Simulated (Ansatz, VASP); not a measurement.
**SnO: VASP beside Ansatz**

```
Sn O
1.0
     3.10191    0.00000    0.00000
     0.00000    3.10191    0.00000
     0.00000    0.00000    3.10191
Sn O
1 1
Cartesian
  1.5510 1.5510 1.5510
  0.0000 0.0000 0.0000
```

Alike in both runs: functional r2SCAN; k mesh 18 × 18 × 18; occupations gaussian, width 0.1 eV; no spin polarisation.

Ansatz relaxed the structure, and its values are those at the end. VASP's run is a single point on that final structure, the one shown.

|  | VASP | Ansatz |
| --- | --- | --- |
| version | VASP 6.6.1 | Ansatz 0.2.0 |
| potentials or method | VASP PAW PBE potentials, release 64 (Sn_d, O), cutoff 520 eV | scalar-relativistic, plane waves, PAW |
| valence electrons in the cell | 20 | 20 |

Ansatz gave:

- gap on the k mesh at the Fermi level (eV): none
- pressure (GPa): 0.0

Question: Estimate VASP's values.

Answer: gap on the k mesh at the Fermi level (eV): none; pressure (GPa): 0.2.

VASP's potentials were made for PBE, not for r2SCAN. A gap of «none» marks a metal or a gap that the smearing closes. The functional is the same, so the differences come from potentials, cutoffs and numerics.
